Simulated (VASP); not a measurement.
**Ba: single point with PBE**

The system is Ba.

```
CELL_PARAMETERS angstrom
2.94362 0.00000 0.00000
0.00000 2.94362 0.00000
0.00000 0.00000 2.94362
ATOMIC_POSITIONS crystal
Ba 0.00000 0.00000 0.00000
```

This isn't the form of Ba at room conditions, which is bcc.

* Program: VASP 6.6.1
* Task: single point
* Functional: PBE
* Potentials or basis: VASP PAW PBE potentials, release 64 (Ba_sv)
* Cutoff: 520 eV
* k mesh: 11 × 11 × 11
* Occupations: fermi-dirac, width 0.1 eV
* Spin: no spin polarisation
* Dipole correction: no
* Further INCAR settings: ALGO = Normal; EDIFF = 1e-07; NBANDS = 11

```yaml
Pressure: 37.8 GPa
Band_gap_on_the_k_mesh: zero (bands 5 and 6 overlap by 2.99 eV)
```

Levels at points of the mesh, in eV from the Fermi level:
```csv
k point,band 3,band 4,band 5,band 6,band 7,band 8
"(0.00, 0.00, 0.00)",-11.95,-11.95,-1.50,-1.48,-1.48,11.03
```

Wall time 19 s on 1 thread of Intel Xeon 8259CL, with other jobs on the host, peak memory 0.15 GiB.

Caveat: the cell stands under pressure; spin-orbit coupling is left out, which moves the levels of the heavy elements.
